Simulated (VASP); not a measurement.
# Ca (Fm-3m) in VASP: notebook

Ca is run at these levels: RPBE; tasks: single point, relaxation of cell and atoms.

Everything below comes from runs of VASP 6.6.1. Logs are shortened: lines on timing, memory, paths and dates and some standing lists are left out, and cuts for length are marked.

### 1 The cell of the first run

The structure is cubic, space group Fm-3m (No. 225). Conventional cell: a = 5.468 Å, b = 5.468 Å, c = 5.468 Å, α = 90.00°, β = 90.00°, γ = 90.00°. Ca (site symmetry m-3m) has 12 Ca at 3.87 Å within 5.1 Å.

### 2 Single point, RPBE (40.87 Å³/atom)

INCAR

```
ALGO     = Normal         # electronic algorithm
EDIFF    = 1E-7           # SCF threshold, eV
ENCUT    = 520            # plane-wave cutoff, eV
GGA      = RP             # functional
ISIF     = 2              # what is computed and relaxed
ISMEAR   = -1             # smearing method
LASPH    = T              # aspherical terms in the spheres
LCHARG   = F              # write CHGCAR
LREAL    = F              # projectors in reciprocal space
LWAVE    = F              # write WAVECAR
NBANDS   = 11             # bands
NELM     = 80             # most SCF steps
PREC     = Accurate       # precision mode
SIGMA    = 0.1            # smearing width, eV
```

KPOINTS

```
k-points
0
Gamma
  16 16 16
```

POSCAR

```
Ca
1.0
    0.0000000000      2.7338449261      2.7338449261
    2.7338449261      0.0000000000      2.7338449261
    2.7338449261      2.7338449261      0.0000000000
Ca
1
Direct
    0.0000000000      0.0000000000      0.0000000000
```

Potentials or basis: VASP PAW PBE potentials, release 64 (Ca_sv).

Started as:

```bash
$ cat potpaw_PBE.64/Ca_sv/POTCAR > POTCAR
$ mpirun -np 1 vasp_std > vasp.out
```

OUTCAR:

```text
EDIFF = 1E-7
   ENCUT = 520
   GGA = RP
   ISIF = 2
   ISMEAR = -1
   LASPH = T
   LREAL = F
   NELM = 80
   PREC = Accurate

 ion  position               nearest neighbor table
   1  0.000  0.000  0.000-

  LATTYP: Found a face centered cubic cell.
 ALAT       =     5.4676898522

  Lattice vectors:

 A1 = (   0.0000000000,   2.7338449261,   2.7338449261)
 A2 = (   2.7338449261,   0.0000000000,   2.7338449261)
 A3 = (   2.7338449261,   2.7338449261,   0.0000000000)

Analysis of symmetry for initial positions (statically):
=====================================================================
 Subroutine PRICEL returns:
 Original cell was already a primitive cell.

 Routine SETGRP: Setting up the symmetry group for a
 face centered cubic supercell.

 Subroutine GETGRP returns: Found 48 space group operations
 (whereof 48 operations were pure point group operations)
 out of a pool of 48 trial point group operations.

The static configuration has the point symmetry O_h .

Analysis of symmetry for dynamics (positions and initial velocities):
=====================================================================
 Subroutine PRICEL returns:
 Original cell was already a primitive cell.

 Routine SETGRP: Setting up the symmetry group for a
 face centered cubic supercell.

 Subroutine GETGRP returns: Found 48 space group operations
 (whereof 48 operations were pure point group operations)
 out of a pool of 48 trial point group operations.

The dynamic configuration has the point symmetry O_h .

 Subroutine INISYM returns: Found 48 space group operations
 (whereof 48 operations are pure point group operations),
 and found     1 'primitive' translations

----------------------------------------------------------------------------------------

                                     Primitive cell

  volume of cell :      40.8650

  direct lattice vectors                    reciprocal lattice vectors
     0.000000000  2.733844926  2.733844926    -0.182892598  0.182892598  0.182892598
     2.733844926  0.000000000  2.733844926     0.182892598 -0.182892598  0.182892598
     2.733844926  2.733844926  0.000000000     0.182892598  0.182892598 -0.182892598

  length of vectors
     3.866240572  3.866240572  3.866240572     0.316779271  0.316779271  0.316779271

  position of ions in fractional coordinates (direct lattice)
     0.000000000  0.000000000  0.000000000

  ion indices of the primitive-cell ions
   primitive index   ion index
                 1           1

----------------------------------------------------------------------------------------

 KPOINTS: k-points

Automatic generation of k-mesh.
 Grid dimensions read from file:
 generate k-points for:   16   16   16

 Generating k-lattice:

  Cartesian coordinates                     Fractional coordinates (reciprocal lattice)
    -0.011430787  0.011430787  0.011430787     0.062500000  0.000000000  0.000000000
     0.011430787 -0.011430787  0.011430787     0.000000000  0.062500000  0.000000000
     0.011430787  0.011430787 -0.011430787     0.000000000  0.000000000  0.062500000

  Length of vectors
     0.019798704  0.019798704  0.019798704

  Shift w.r.t. Gamma in fractional coordinates (k-lattice)
     0.000000000  0.000000000  0.000000000

 Subroutine IBZKPT returns following result:
 ===========================================

 Found    145 irreducible k-points:

 Following reciprocal coordinates:
            Coordinates               Weight
  0.000000  0.000000  0.000000      1.000000
  0.062500  0.000000  0.000000      8.000000
  0.125000  0.000000  0.000000      8.000000
  0.187500  0.000000  0.000000      8.000000
  0.250000  0.000000  0.000000      8.000000
  0.312500  0.000000  0.000000      8.000000
[... 16 lines left out ...]
 -0.125000  0.062500  0.000000     24.000000
 -0.062500  0.062500  0.000000     12.000000
 [... further k-points ...]
   k-points           NKPTS =    145   k-points in BZ     NKDIM =    145   number of bands    NBANDS=     11
   number of dos      NEDOS =    301   number of ions     NIONS =      1
   total plane-waves  NPLWV =  27000
   dimension x,y,z NGX =    30 NGY =   30 NGZ =   30
   dimension x,y,z NGXF=    60 NGYF=   60 NGZF=   60
   ions per type =               1
   NGX,Y,Z   is equivalent  to a cutoff of  12.90, 12.90, 12.90 a.u.
   NGXF,Y,Z  is equivalent  to a cutoff of  25.80, 25.80, 25.80 a.u.
 SYSTEM =  unknown system
   PREC   = accura    normal or accurate (medium, high low for compatibility)
   ISTART =      0    job   : 0-new  1-cont  2-samecut
   ICHARG =      2    charge: 1-file 2-atom 10-const
   ISPIN  =      1    spin polarized calculation?
   LNONCOLLINEAR =      F non collinear calculations
   LSORBIT =      F    spin-orbit coupling
   LASPH  =      T    aspherical Exc in radial PAW
   ENCUT  =  520.0 eV  38.22 Ry    6.18 a.u.   7.19  7.19  7.19*2*pi/ulx,y,z
   NELM   =     80;   NELMIN=  2; NELMDL= -5     # of ELM steps
   EDIFF  = 0.1E-06   stopping-criterion for ELM
   LREAL  =      F    real-space projection
   EDIFFG = 0.1E-05   stopping-criterion for IOM
   NSW    =      0    number of steps for IOM
   IBRION =     -1    ionic relax: 0-MD 1-quasi-New 2-CG
   NFREE  =      0    steps in history (QN), initial steepest desc. (CG)
   ISIF   =      2    stress and relaxation
   ISYM   =      2    0-nonsym 1-usesym 2-fastsym
   POTIM  = 0.5000    time-step for ionic-motion
   TEBEG  =    0.0;   TEEND  =   0.0 temperature during run
   PSTRESS=    0.0 pullay stress
   NELECT =      10.0000    total number of electrons
   NUPDOWN=      -1.0000    fix difference up-down
   EMIN   =  10.00;   EMAX   =-10.00  energy-range for DOS
   EFERMI =   0.00;   METHOD = LEGACY
   ISMEAR =    -1;   SIGMA  =   0.10  broadening in eV -4-tet -1-fermi 0-gaus
   EFERMI_NEDOS =   21; number of points for ismear=-14 and -15
   IALGO  =     38    algorithm
   IMIX   =      4    mixing-type and parameters
     AMIX     =   0.40;   BMIX     =  1.00
     AMIX_MAG =   1.60;   BMIX_MAG =  1.00
  volume/ion in A,a.u.               =      40.87       275.77
  Fermi-wavevector in a.u.,A,eV,Ry     =   1.023979  1.935039 14.266151  1.048533
  Thomas-Fermi vector in A             =   2.157741
   LORBIT       =      0    0 simple, 1 ext, 2 COOP (PROOUT), +10 PAW based schemes
   GGA     = RP    functional components
   LHFCALC =     F    Hartree Fock is set to
   AEXX    =    0.0000 exact exchange contribution
   IVDW    =     0    specifies the selected vdW correction
   LEPSILON=     F    determine dielectric tensor
   LRPA    =     F    only Hartree local field effects (RPA)
 non-spin polarized calculation
  energy-cutoff  :      520.00
  volume of cell :       40.87
 maximum number of plane-waves:      1124
 NGX is ok and might be reduce to    30
   NGX = 15   NGY = 15   NGZ = 15

 number of electron      10.0000002 magnetization

 Free energy of the ion-electron system (eV)
  ---------------------------------------------------
  ext. energy  EPLUGINS =         0.00000000
  ---------------------------------------------------
  free energy    TOTEN  =        -1.74858457 eV

  energy without entropy =       -1.70916022  energy(sigma->0) =       -1.72887239

 E-fermi :   2.2004     XC(G=0):  -7.7089

 val. band max:        2.1992616401   @ k =  -0.3125   0.3750   0.1250
 cond. band min:       2.2093933834   @ k =  -0.4375   0.0625   0.0000
 fundamental gap:      0.0101317433
 Fermi energy:         2.2004262152

 k-point     1 :       0.0000    0.0000    0.0000
  band No.  band energies     occupation
      1     -39.8561      2.00000
      2     -20.7104      2.00000
      3     -20.7104      2.00000
      4     -20.7104      2.00000
      5      -1.8760      2.00000
      6       4.6344      0.00000
      7       4.6344      0.00000
      8       4.6344      0.00000
      9       5.7444      0.00000
     10       5.7444      0.00000
     11      11.4100      0.00000

 k-point     2 :       0.0625    0.0000    0.0000
  band No.  band energies     occupation
      1     -39.8555      2.00000
      2     -20.7164      2.00000
      3     -20.7112      2.00000
      4     -20.7112      2.00000
      5      -1.8073      2.00000
      6       4.5569      0.00000
      7       4.6614      0.00000
      8       4.6614      0.00000
      9       5.7197      0.00000
     10       5.7197      0.00000
     11      11.5017      0.00000

 k-point     3 :       0.1250    0.0000    0.0000
  band No.  band energies     occupation
      1     -39.8538      2.00000
      2     -20.7332      2.00000
      3     -20.7135      2.00000
      4     -20.7135      2.00000
      5      -1.6041      2.00000
      6       4.3435      0.00000
      7       4.7278      0.00000
      8       4.7278      0.00000
      9       5.6676      0.00000
     10       5.6676      0.00000
     11      11.6052      0.00000

 k-point     4 :       0.1875    0.0000    0.0000
  band No.  band energies     occupation
      1     -39.8513      2.00000
      2     -20.7582      2.00000
      3     -20.7169      2.00000
      4     -20.7169      2.00000
      5      -1.2745      2.00000
      6       4.0353      0.00000
      7       4.7847      0.00000
      8       4.7847      0.00000
      9       5.6534      0.00000
     10       5.6534      0.00000
     11      10.7876      0.00000
[... 239 lines left out ...]
 k-point    22 :      -0.1875    0.0625    0.0000
  band No.  band energies     occupation
      1     -39.8499      2.00000
      2     -20.7690      2.00000
      3     -20.7238      2.00000
      4     -20.7167      2.00000
      5      -1.0814      2.00000
      6       3.8961      0.00000
      7       4.7291      0.00000
      8       4.8568      0.00000
      9       5.4905      0.00000
     10       5.8316      0.00000
     11      10.4899      0.00000

 k-point    23 :      -0.1250    0.0625    0.0000
  band No.  band energies     occupation
      1     -39.8526      2.00000
      2     -20.7432      2.00000
      3     -20.7191      2.00000
      4     -20.7135      2.00000
      5      -1.4486      2.00000
      6       4.2078      0.00000
      7       4.7314      0.00000
      8       4.7984      0.00000
      9       5.5179      0.00000
     10       5.7583      0.00000
     11      11.4555      0.00000

 k-point    24 :      -0.0625    0.0625    0.0000
  band No.  band energies     occupation
      1     -39.8546      2.00000
      2     -20.7247      2.00000
      3     -20.7147      2.00000
      4     -20.7116      2.00000
      5      -1.6939      2.00000
      6       4.4400      0.00000
      7       4.6920      0.00000
      8       4.7099      0.00000
      9       5.6243      0.00000
     10       5.7433      0.00000
     11      11.6281      0.00000

 [... further k-points ...]

------------------------ aborting loop because EDIFF is reached ----------------------------------------

  FORCE on cell =-STRESS in cart. coord.  units (eV):
  Direction    XX          YY          ZZ          XY          YZ          ZX
  --------------------------------------------------------------------------------------
  -------------------------------------------------------------------------------------
  Total        0.4016354      0.4016354      0.4016354     -0.0000000      0.0000000      0.0000000
  in kB       15.7467485     15.7467485     15.7467485     -0.0000000      0.0000000      0.0000000
  external PRESSURE =      15.7467485 kB  Pullay stress =       0.0000000 kB

 VOLUME and BASIS-vectors are now :
 -----------------------------------------------------------------------------
  energy-cutoff  :      520.00
  volume of cell :       40.87
      direct lattice vectors                 reciprocal lattice vectors
     0.000000000  2.733844926  2.733844926    -0.182892598  0.182892598  0.182892598
     2.733844926  0.000000000  2.733844926     0.182892598 -0.182892598  0.182892598
     2.733844926  2.733844926  0.000000000     0.182892598  0.182892598 -0.182892598

 POSITION                                       TOTAL-FORCE (eV/Angst)
 -----------------------------------------------------------------------------------
      0.00000      0.00000      0.00000         0.000000     -0.000000      0.000000
 -----------------------------------------------------------------------------------
    total drift:                               -0.000000     -0.000000      0.000000

  FREE ENERGIE OF THE ION-ELECTRON SYSTEM (eV)
  ---------------------------------------------------
  free  energy   TOTEN  =        -1.7485845666 eV

  energy  without entropy=       -1.7091602181  energy(sigma->0) =       -1.72887239
```

Wall time 36 s (1 thread of Intel Xeon Platinum 8559C (Emerald Rapids), shared host); peak memory 0.21 GiB.

What came out:

- Free energy: -1.7486 eV
- Pressure: 1.6 GPa
- Band gap on the k mesh: zero (bands 5 and 6 overlap by 0.35 eV)

Levels at points of the mesh, in eV from the Fermi level:
```tsv
k point	band 2	band 3	band 4	band 5	band 6	band 7	band 8	band 9
(0.00, 0.00, 0.00)	-22.91	-22.91	-22.91	-4.08	2.43	2.43	2.43	3.54
(0.50, 0.00, 0.00)	-23.06	-22.93	-22.93	-0.97	-0.16	2.31	2.31	4.25
(0.50, 0.50, 0.00)	-23.05	-22.97	-22.97	-0.47	0.59	1.01	4.25	4.44
```

Caveat: the PAW data sets were made with another functional, which shifts forces and pressure a little.

### 3 Relaxation of cell and atoms, RPBE

This run uses another cell than the first one, of 43.63 Å³/atom.

INCAR

```
PREC = Accurate
ENCUT = 600
EDIFF = 1E-6
ISMEAR = -1
SIGMA = 0.1
LREAL = F
LASPH = T
NELM = 100
ALGO = Normal
ISIF = 3
LWAVE = F
LCHARG = F
GGA = RP
IBRION = 2
NSW = 80
EDIFFG = -0.01
```

KPOINTS

```
Automatic mesh
0
Gamma
  10 10 10
```

POSCAR

```
Ca
1.0
    0.0000000000      2.7942000000      2.7942000000
    2.7942000000      0.0000000000      2.7942000000
    2.7942000000      2.7942000000      0.0000000000
Ca
1
Direct
    0.0000000000      0.0000000000      0.0000000000
```

Potentials or basis: VASP PAW PBE potentials, release 64 (Ca_sv).

Started as:

```bash
$ cat potpaw_PBE.64/Ca_sv/POTCAR > POTCAR
$ mpirun -np 1 vasp_std > vasp.out
```

It took 22 s on 1 thread of Intel Xeon Platinum 8559C (Emerald Rapids), shared host; peak memory 0.19 GiB.

The run converged. Its results:

| Item | Value |
| --- | --- |
| Free energy | -1.7668 eV |
| Relaxed volume | 44.52 Å³/atom |
| Relaxed cell | a = 3.978 Å, b = 3.978 Å, c = 3.978 Å, α = 60.00°, β = 60.00°, γ = 60.00° |
| Space group after relaxing (to 0.1 Å) | Fm-3m (No. 225) |
| Energy gained by relaxing | 0.9 meV/atom |
| Ionic steps | 3 |
| Pressure after relaxing | 0.0 GPa |
| Band gap on the k mesh | zero (bands 5 and 6 overlap by 0.37 eV) |

The path:
```tsv
step	energy change (eV)	largest force (eV/Å)	pressure (GPa)	volume (Å³)
1	0.0000	0.0000	0.33	43.63
2	-0.0008	0.0000	0.11	44.21
3	-0.0009	0.0000	-0.01	44.52
```

Final structure:
```
Ca
1.0
     0.00000    2.81301    2.81301
     2.81301    0.00000    2.81301
     2.81301    2.81301    0.00000
Ca
1
Direct
  0.00000 0.00000 0.00000
```

Levels at points of the mesh, in eV from the Fermi level:
```csv
k point,band 2,band 3,band 4,band 5,band 6,band 7,band 8,band 9
"(0.00, 0.00, 0.00)",-23.13,-23.13,-23.13,-3.93,2.31,2.31,2.31,3.32
"(0.50, 0.00, 0.00)",-23.24,-23.14,-23.14,-0.94,-0.23,2.20,2.20,3.95
"(0.50, 0.50, 0.00)",-23.23,-23.17,-23.17,-0.40,0.63,0.86,3.95,4.12
```

Caveat: the PAW data sets were made with another functional, which shifts forces and pressure a little.

### 4 Single point, RPBE (42.64 Å³/atom)

This run uses another cell than the first one, of 42.64 Å³/atom.

INCAR

```
  ALGO = Normal
  EDIFF = 1E-6
  ENCUT = 520
  GGA = RP
  ISIF = 2
  ISMEAR = -1
  LASPH = T
  LCHARG = F
  LREAL = F
  LWAVE = F
  NBANDS = 11
  NELM = 80
  PREC = Accurate
  SIGMA = 0.1
```

KPOINTS

```
k-points
0
Gamma
  16 16 16
```

POSCAR

```
Ca
1.0
    0.0000000000      2.7729051308      2.7729051308
    2.7729051308      0.0000000000      2.7729051308
    2.7729051308      2.7729051308      0.0000000000
Ca
1
Direct
    0.0000000000      0.0000000000      0.0000000000
```

Started as:

```bash
$ cat potpaw_PBE.64/Ca_sv/POTCAR > POTCAR
$ mpirun -np 1 vasp_std > vasp.out
```

Wall time 29 s (1 thread of Intel Xeon Platinum 8559C (Emerald Rapids), shared host); peak memory 0.21 GiB.

Results (log left out):

| Item | Value |
| --- | --- |
| Free energy | -1.7615 eV |
| Pressure | 0.7 GPa |
| Band gap on the k mesh | zero (bands 5 and 6 overlap by 0.40 eV) |

Levels at points of the mesh, in eV from the Fermi level:
| k point | band 3 | band 4 | band 5 | band 6 | band 7 | band 8 |
| --- | --- | --- | --- | --- | --- | --- |
| (0.00, 0.00, 0.00) | -23.01 | -23.01 | -4.00 | 2.38 | 2.38 | 2.38 |
| (0.50, 0.00, 0.00) | -23.03 | -23.03 | -0.95 | -0.20 | 2.26 | 2.26 |
| (0.50, 0.50, 0.00) | -23.06 | -23.06 | -0.43 | 0.62 | 0.93 | 4.10 |

Caveat: the PAW data sets were made with another functional, which shifts forces and pressure a little.

### 5 The runs side by side

| task | cell | k mesh | cutoff (eV) | gap on the mesh (eV) | pressure (GPa) |
| --- | --- | --- | --- | --- | --- |
| single point | a = 3.866 Å, angles 60.0°, 1 atom | 16 × 16 × 16 | 520 | none | 1.6 |
| relaxation of cell and atoms | relaxed from a = 3.952 Å, angles 60.0°, 1 atom | 10 × 10 × 10 | 600 | none | 0.0 |
| single point | a = 3.921 Å, angles 60.0°, 1 atom | 16 × 16 × 16 | 520 | none | 0.7 |

Alike in all rows: level RPBE; potentials or basis VASP PAW PBE potentials, release 64 (Ca_sv); no spin polarisation; smearing fermi-dirac 0.1 eV.

Caveats: the PAW data sets were made with another functional, which shifts forces and pressure a little.

Total energies depend on the potentials used, so only differences within one code and one set of settings carry meaning.

The gap in the log of VASP goes by the Fermi energy; the results here count the filled bands.